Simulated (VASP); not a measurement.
WC:

```
CELL_PARAMETERS angstrom
2.90050 0.00000 0.00000
-1.45025 2.51191 0.00000
0.00000 0.00000 2.82900
ATOMIC_POSITIONS crystal
W 0.00000 0.00000 0.00000
C 0.66667 0.33333 0.50000
```

Base run:

- Program: VASP 6.6.1
- Functional: PBE
- Potentials or basis: VASP PAW PBE potentials, release 64 (W_sv, C)
- Cutoff: 520 eV
- k mesh: 14 × 14 × 13
- Occupations: fermi-dirac, width 0.05 eV
- Spin: no spin polarisation

Its results: pressure 9.7 GPa.

Problem. The run is repeated on the same cell with these changes: spin from no spin polarisation to non-collinear spin, zero start, spin-orbit coupling; further incar settings from ALGO = Normal; EDIFF = 1e-07; NBANDS = 16 to ALGO = Normal; EDIFF = 1e-06; NBANDS = 30. What comes out?

Solution. Pressure 10.3 GPa; net moment 0.00 μB per cell.

Caveats: the cell stands under pressure.
